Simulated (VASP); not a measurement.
# NaTlS2 (I-42d) in VASP: further runs

The runs below take NaTlS2 through single point, with PBE.

Everything below comes from runs of VASP 6.6.1. Logs are shortened: lines on timing, memory, paths and dates and some standing lists are left out, and cuts for length are marked.

## (1) The cell of the first run

It takes space group I-42d (No. 122, tetragonal). Conventional cell: a = 6.503 Å, b = 6.503 Å, c = 10.570 Å, α = 90.00°, β = 90.00°, γ = 90.00°. Na (site symmetry -4) has 4 S at 2.77 Å within 3.6 Å. S (site symmetry 2) has 2 Tl at 2.54 Å and 2 Na at 2.77 Å within 3.4 Å. Within 3.4 Å of Tl (site symmetry -4) lie 4 S at 2.54 Å.

## (2) Single point, PBE

INCAR

```
SYSTEM = NaTlS2
  PREC = Accurate
  ENCUT = 520
  EDIFF = 1E-6
  ISMEAR = -1
  SIGMA = 0.02
  LREAL = .False.
  LASPH = .True.
  NELM = 80
  ALGO = Normal
  ISIF = 2
  LWAVE = .False.
  LCHARG = .True.
  GGA = PE
  LELF = .True.
  LVHAR = .True.
  NBANDS = 42
```

KPOINTS

```
regular mesh
0
Gamma
  6 6 6
  0 0 0
```

POSCAR

```
NaTlS2
1.0
   -3.2515623711      3.2515623711      5.2850720624
    3.2515623711     -3.2515623711      5.2850720624
    3.2515623711      3.2515623711     -5.2850720624
Na S Tl
2 4 2
Direct
    0.0000000000      0.0000000000      0.0000000000
    0.7500000000      0.2500000000      0.5000000000
    0.3750000000      0.4032767519      0.5282767519
    0.1532767519      0.6250000000      0.0282767519
    0.8750000000      0.8467232481      0.4717232481
    0.5967232481      0.1250000000     -0.0282767519
    0.5000000000      0.5000000000      0.0000000000
    0.2500000000      0.7500000000      0.5000000000
```

Potentials or basis: VASP PAW PBE potentials, release 64 (Na_pv, S, Tl_d).

Run with:

```bash
cat potpaw_PBE.64/Na_pv/POTCAR potpaw_PBE.64/S/POTCAR potpaw_PBE.64/Tl_d/POTCAR > POTCAR
mpirun -np 1 vasp_std > vasp.out
```

OUTCAR:

```text
SYSTEM = NaTlS2
   PREC = Accurate
   ENCUT = 520
   EDIFF = 1E-6
   ISMEAR = -1
   LREAL = .False.
   LASPH = .True.
   NELM = 80
   ISIF = 2
   GGA = PE

 ion  position               nearest neighbor table
   1  0.000  0.000  0.000-   3 2.77   4 2.77   6 2.77   5 2.77
   2  0.750  0.250  0.500-   4 2.77   3 2.77   5 2.77   6 2.77
   3  0.375  0.403  0.528-   7 2.54   8 2.54   2 2.77   1 2.77
   4  0.153  0.625  0.028-   8 2.54   7 2.54   1 2.77   2 2.77
   5  0.875  0.847  0.472-   7 2.54   8 2.54   1 2.77   2 2.77
   6  0.597  0.125  0.972-   7 2.54   8 2.54   2 2.77   1 2.77
   7  0.500  0.500  0.000-   3 2.54   5 2.54   6 2.54   4 2.54
   8  0.250  0.750  0.500-   4 2.54   5 2.54   6 2.54   3 2.54

  LATTYP: Found a body centered tetragonal cell.
 ALAT       =     6.5031247422
 C/A-ratio  =     1.6253946439

  Lattice vectors:

 A1 = (  -3.2515623711,   3.2515623711,   5.2850720624)
 A2 = (   3.2515623711,  -3.2515623711,   5.2850720624)
 A3 = (   3.2515623711,   3.2515623711,  -5.2850720624)

Analysis of symmetry for initial positions (statically):
=====================================================================
 Subroutine PRICEL returns:
 Original cell was already a primitive cell.

 Routine SETGRP: Setting up the symmetry group for a
 body centered tetragonal supercell.

 Subroutine GETGRP returns: Found  8 space group operations
 (whereof  4 operations were pure point group operations)
 out of a pool of 16 trial point group operations.

The static configuration has the point symmetry S_4 .
 The point group associated with its full space group is D_2d.

Analysis of symmetry for dynamics (positions and initial velocities):
=====================================================================
 Subroutine PRICEL returns:
 Original cell was already a primitive cell.

 Routine SETGRP: Setting up the symmetry group for a
 body centered tetragonal supercell.

 Subroutine GETGRP returns: Found  8 space group operations
 (whereof  4 operations were pure point group operations)
 out of a pool of 16 trial point group operations.

The dynamic configuration has the point symmetry S_4 .
 The point group associated with its full space group is D_2d.

 Subroutine INISYM returns: Found  8 space group operations
 (whereof  4 operations are pure point group operations),
 and found     1 'primitive' translations

----------------------------------------------------------------------------------------

                                     Primitive cell

  volume of cell :     223.5090

  direct lattice vectors                    reciprocal lattice vectors
    -3.251562371  3.251562371  5.285072062     0.000000000  0.153772231  0.094606089
     3.251562371 -3.251562371  5.285072062     0.153772231  0.000000000  0.094606089
     3.251562371  3.251562371 -5.285072062     0.153772231  0.153772231  0.000000000

  length of vectors
     7.005519425  7.005519425  7.005519425     0.180544208  0.180544208  0.217466775

  position of ions in fractional coordinates (direct lattice)
     0.000000000  0.000000000  0.000000000
     0.750000000  0.250000000  0.500000000
     0.375000000  0.403276752  0.528276752
     0.153276752  0.625000000  0.028276752
     0.875000000  0.846723248  0.471723248
     0.596723248  0.125000000  0.971723248
     0.500000000  0.500000000  0.000000000
     0.250000000  0.750000000  0.500000000

  ion indices of the primitive-cell ions
   primitive index   ion index
                 1           1
                 2           2
                 3           3
                 4           4
                 5           5
                 6           6
                 7           7
                 8           8

----------------------------------------------------------------------------------------

 KPOINTS: regular mesh

Automatic generation of k-mesh.
 Grid dimensions read from file:
 generate k-points for:    6    6    6

 Generating k-lattice:

  Cartesian coordinates                     Fractional coordinates (reciprocal lattice)
     0.000000000  0.025628705  0.015767682     0.166666667 -0.000000000  0.000000000
     0.025628705  0.000000000  0.015767682    -0.000000000  0.166666667  0.000000000
     0.025628705  0.025628705  0.000000000     0.000000000  0.000000000  0.166666667

  Length of vectors
     0.030090701  0.030090701  0.036244462

  Shift w.r.t. Gamma in fractional coordinates (k-lattice)
     0.000000000  0.000000000  0.000000000

 Subroutine IBZKPT returns following result:
 ===========================================

 Found     30 irreducible k-points:

 Following reciprocal coordinates:
            Coordinates               Weight
  0.000000  0.000000  0.000000      1.000000
  0.166667  0.000000 -0.000000      8.000000
  0.333333  0.000000 -0.000000      8.000000
  0.500000  0.000000 -0.000000      4.000000
  0.166667  0.166667 -0.000000      8.000000
  0.333333  0.166667  0.000000     16.000000
[... 16 lines left out ...]
 -0.333333 -0.333333  0.166667      8.000000
 -0.166667 -0.333333  0.166667      8.000000
 [... further k-points ...]
   k-points           NKPTS =     30   k-points in BZ     NKDIM =     30   number of bands    NBANDS=     42
   number of dos      NEDOS =    301   number of ions     NIONS =      8
   total plane-waves  NPLWV = 157464
   dimension x,y,z NGX =    54 NGY =   54 NGZ =   54
   dimension x,y,z NGXF=   108 NGYF=  108 NGZF=  108
   ions per type =               2   4   2
   NGX,Y,Z   is equivalent  to a cutoff of  12.81, 12.81, 12.81 a.u.
   NGXF,Y,Z  is equivalent  to a cutoff of  25.63, 25.63, 25.63 a.u.
 SYSTEM =  NaTlS2
   PREC   = accura    normal or accurate (medium, high low for compatibility)
   ISTART =      0    job   : 0-new  1-cont  2-samecut
   ICHARG =      2    charge: 1-file 2-atom 10-const
   ISPIN  =      1    spin polarized calculation?
   LNONCOLLINEAR =      F non collinear calculations
   LSORBIT =      F    spin-orbit coupling
   LASPH  =      T    aspherical Exc in radial PAW
   ENCUT  =  520.0 eV  38.22 Ry    6.18 a.u.  13.03 13.03 13.03*2*pi/ulx,y,z
   NELM   =     80;   NELMIN=  2; NELMDL= -5     # of ELM steps
   EDIFF  = 0.1E-05   stopping-criterion for ELM
   LREAL  =      F    real-space projection
   EDIFFG = 0.1E-04   stopping-criterion for IOM
   NSW    =      0    number of steps for IOM
   IBRION =     -1    ionic relax: 0-MD 1-quasi-New 2-CG
   NFREE  =      0    steps in history (QN), initial steepest desc. (CG)
   ISIF   =      2    stress and relaxation
   ISYM   =      2    0-nonsym 1-usesym 2-fastsym
   POTIM  = 0.5000    time-step for ionic-motion
   TEBEG  =    0.0;   TEEND  =   0.0 temperature during run
   PSTRESS=    0.0 pullay stress
   NELECT =      64.0000    total number of electrons
   NUPDOWN=      -1.0000    fix difference up-down
   EMIN   =  10.00;   EMAX   =-10.00  energy-range for DOS
   EFERMI =   0.00;   METHOD = LEGACY
   ISMEAR =    -1;   SIGMA  =   0.02  broadening in eV -4-tet -1-fermi 0-gaus
   EFERMI_NEDOS =   21; number of points for ismear=-14 and -15
   IALGO  =     38    algorithm
   IMIX   =      4    mixing-type and parameters
     AMIX     =   0.40;   BMIX     =  1.00
     AMIX_MAG =   1.60;   BMIX_MAG =  1.00
  volume/ion in A,a.u.               =      27.94       188.54
  Fermi-wavevector in a.u.,A,eV,Ry     =   1.079037  2.039085 15.841556  1.164322
  Thomas-Fermi vector in A             =   2.214992
   LORBIT       =      0    0 simple, 1 ext, 2 COOP (PROOUT), +10 PAW based schemes
   GGA     = PE    functional components
   LHFCALC =     F    Hartree Fock is set to
   AEXX    =    0.0000 exact exchange contribution
   IVDW    =     0    specifies the selected vdW correction
   LEPSILON=     F    determine dielectric tensor
   LRPA    =     F    only Hartree local field effects (RPA)
 non-spin polarized calculation
  energy-cutoff  :      520.00
  volume of cell :      223.51
 maximum number of plane-waves:      6070
 NGX is ok and might be reduce to    54
   NGX = 27   NGY = 27   NGZ = 27

 number of electron      64.0000001 magnetization

 Free energy of the ion-electron system (eV)
  ---------------------------------------------------
  ext. energy  EPLUGINS =         0.00000000
  ---------------------------------------------------
  free energy    TOTEN  =       -27.95889601 eV

  energy without entropy =      -27.95889601  energy(sigma->0) =      -27.95889601

 E-fermi :   1.8784     XC(G=0):  -8.0898

 val. band max:        1.4761293939   @ k =   0.0000   0.0000   0.0000
 cond. band min:       2.6315551466   @ k =   0.0000   0.0000   0.0000
 fundamental gap:      1.1554257527
 Fermi energy:         1.8784187085

 k-point     1 :       0.0000    0.0000    0.0000
  band No.  band energies     occupation
      1     -20.8415      2.00000
      2     -20.8361      2.00000
      3     -20.8001      2.00000
      4     -20.8001      2.00000
      5     -20.7961      2.00000
      6     -20.7961      2.00000
[... 34 lines left out ...]
     41       8.4053      0.00000
     42       8.4372      0.00000

 k-point     2 :       0.1667    0.0000   -0.0000
  band No.  band energies     occupation
      1     -20.8413      2.00000
      2     -20.8364      2.00000
      3     -20.8002      2.00000
      4     -20.7998      2.00000
      5     -20.7964      2.00000
      6     -20.7960      2.00000
[... 34 lines left out ...]
     41       8.3936      0.00000
     42       8.6058      0.00000

 k-point     3 :       0.3333    0.0000   -0.0000
  band No.  band energies     occupation
      1     -20.8407      2.00000
      2     -20.8371      2.00000
      3     -20.8005      2.00000
      4     -20.7991      2.00000
      5     -20.7970      2.00000
      6     -20.7957      2.00000
[... 34 lines left out ...]
     41       8.2007      0.00000
     42       8.6401      0.00000

 k-point     4 :       0.5000    0.0000   -0.0000
  band No.  band energies     occupation
      1     -20.8403      2.00000
      2     -20.8376      2.00000
      3     -20.8006      2.00000
      4     -20.7986      2.00000
      5     -20.7975      2.00000
      6     -20.7956      2.00000
[... 844 lines left out ...]
     41       8.4092      0.00000
     42       8.6560      0.00000

 k-point    23 :      -0.3333   -0.3333    0.1667
  band No.  band energies     occupation
      1     -20.8400      2.00000
      2     -20.8377      2.00000
      3     -20.8005      2.00000
      4     -20.8005      2.00000
      5     -20.7957      2.00000
      6     -20.7956      2.00000
[... 34 lines left out ...]
     41       8.6910      0.00000
     42       8.7105      0.00000

 k-point    24 :      -0.1667   -0.3333    0.1667
  band No.  band energies     occupation
      1     -20.8406      2.00000
      2     -20.8370      2.00000
      3     -20.8007      2.00000
      4     -20.8003      2.00000
      5     -20.7959      2.00000
      6     -20.7956      2.00000
[... 34 lines left out ...]
     41       8.6613      0.00000
     42       8.6972      0.00000

 [... further k-points ...]

------------------------ aborting loop because EDIFF is reached ----------------------------------------

  FORCE on cell =-STRESS in cart. coord.  units (eV):
  Direction    XX          YY          ZZ          XY          YZ          ZX
  --------------------------------------------------------------------------------------
  -------------------------------------------------------------------------------------
  Total        1.7273670      1.7273670      1.6802144      0.0000000      0.0000000      0.0000000
  in kB       12.3822659     12.3822659     12.0442619      0.0000000      0.0000000      0.0000000
  external PRESSURE =      12.2695979 kB  Pullay stress =       0.0000000 kB

 VOLUME and BASIS-vectors are now :
 -----------------------------------------------------------------------------
  energy-cutoff  :      520.00
  volume of cell :      223.51
      direct lattice vectors                 reciprocal lattice vectors
    -3.251562371  3.251562371  5.285072062     0.000000000  0.153772231  0.094606089
     3.251562371 -3.251562371  5.285072062     0.153772231  0.000000000  0.094606089
     3.251562371  3.251562371 -5.285072062     0.153772231  0.153772231  0.000000000

 POSITION                                       TOTAL-FORCE (eV/Angst)
 -----------------------------------------------------------------------------------
      0.00000      0.00000      0.00000         0.000000     -0.000000      0.000000
      0.00000      3.25156      2.64254         0.000000     -0.000000     -0.000000
      1.80967      1.62578      1.32127        -0.119320     -0.000000      0.000000
      1.62578     -1.44189      3.96380         0.000000     -0.119320      0.000000
      1.44189      1.62578      6.60634         0.119320     -0.000000      0.000000
      1.62578      4.69346     -1.32127         0.000000      0.119320      0.000000
      0.00000      0.00000      5.28507         0.000000     -0.000000      0.000000
      3.25156      0.00000      2.64254         0.000000     -0.000000      0.000000
 -----------------------------------------------------------------------------------
    total drift:                                0.000020      0.000020      0.000012

  FREE ENERGIE OF THE ION-ELECTRON SYSTEM (eV)
  ---------------------------------------------------
  free  energy   TOTEN  =       -27.9588960105 eV

  energy  without entropy=      -27.9588960105  energy(sigma->0) =      -27.95889601
```

It took 13 min on 1 thread of Oxide Virtual Turin-like, shared host; peak memory 0.5 GiB.

What came out:

```yaml
Free_energy: -27.9589 eV
Pressure: 1.2 GPa
Largest_force: 0.119 eV/Å
Band_gap_on_the_k_mesh: 1.16 eV
```

Forces on the atoms (eV/Å):
```
Na   0.000  0.000  0.000
Na   0.000  0.000  0.000
S   -0.119  0.000  0.000
S    0.000 -0.119  0.000
S    0.119  0.000  0.000
S    0.000  0.119  0.000
Tl   0.000  0.000  0.000
Tl   0.000  0.000  0.000
```

Levels at points of the mesh, in eV from the valence-band top:
```csv
k point,band 29,band 30,band 31,band 32,band 33,band 34,band 35,band 36
"(0.00, 0.00, 0.00)",-1.18,-0.29,-0.29,0.00,1.16,2.95,3.98,5.57
"(0.50, 0.00, 0.00)",-0.74,-0.63,-0.44,-0.44,2.22,2.82,4.77,5.18
"(0.50, 0.50, 0.00)",-0.65,-0.65,-0.40,-0.40,2.18,2.18,4.97,4.97
"(0.50, 0.50, 0.50)",-1.21,-1.21,-0.59,-0.59,2.49,2.49,4.09,4.09
```

Caveat: spin-orbit coupling is left out, which moves the levels of the heavy elements. A k mesh can miss the band edges.

## (3) Single point, PBE

This run uses another cell than the first one, of 29.13 Å³/atom.

INCAR

```
  ALGO = Normal
  EDIFF = 1E-6
  ENCUT = 520
  GGA = PE
  ISIF = 2
  ISMEAR = -1
  LASPH = True
  LCHARG = False
  LREAL = False
  LWAVE = False
  NBANDS = 42
  NELM = 80
  PREC = Accurate
  SIGMA = 0.02
```

KPOINTS

```
k-points
0
Gamma
  6 6 6
```

POSCAR

```
NaTlS2
1.0
   -3.2270044233      3.2270044233      5.5948132660
    3.2270044233     -3.2270044233      5.5948132660
    3.2270044233      3.2270044233     -5.5948132660
Na S Tl
2 4 2
Direct
    0.0000000000      0.0000000000      0.0000000000
    0.7500000000      0.2500000000      0.5000000000
    0.3750000000      0.4027177679      0.5277177679
    0.1527177679      0.6250000000      0.0277177679
    0.8750000000      0.8472822321      0.4722822321
    0.5972822321      0.1250000000     -0.0277177679
    0.5000000000      0.5000000000      0.0000000000
    0.2500000000      0.7500000000      0.5000000000
```

Potentials or basis: VASP PAW PBE potentials, release 64 (Na_pv, S, Tl_d).

Run with:

```bash
cat potpaw_PBE.64/Na_pv/POTCAR potpaw_PBE.64/S/POTCAR potpaw_PBE.64/Tl_d/POTCAR > POTCAR
mpirun -np 1 vasp_std > vasp.out
```

It took 9 min on 1 thread of Oxide Virtual Turin-like, shared host; peak memory 0.5 GiB.

The run converged. Its results:

| Item | Value |
| --- | --- |
| Free energy | -27.9969 eV |
| Pressure | -0.1 GPa |
| Largest force | 0.009 eV/Å |
| Band gap on the k mesh | 1.10 eV |

Forces on the atoms (eV/Å):
```
Na   0.000  0.000  0.000
Na   0.000  0.000  0.000
S    0.009  0.000  0.000
S    0.000  0.009  0.000
S   -0.009  0.000  0.000
S    0.000 -0.009  0.000
Tl   0.000  0.000  0.000
Tl   0.000  0.000  0.000
```

Levels at points of the mesh, in eV from the valence-band top:
```csv
k point,band 30,band 31,band 32,band 33,band 34,band 35
"(0.00, 0.00, 0.00)",-0.19,-0.19,0.00,1.10,3.00,4.06
"(0.50, 0.00, 0.00)",-0.55,-0.39,-0.35,2.12,2.78,4.69
"(0.50, 0.50, 0.00)",-0.52,-0.34,-0.34,2.10,2.10,5.11
"(0.50, 0.50, 0.50)",-1.03,-0.48,-0.48,2.39,2.39,4.08
```

Caveat: spin-orbit coupling is left out, which moves the levels of the heavy elements.
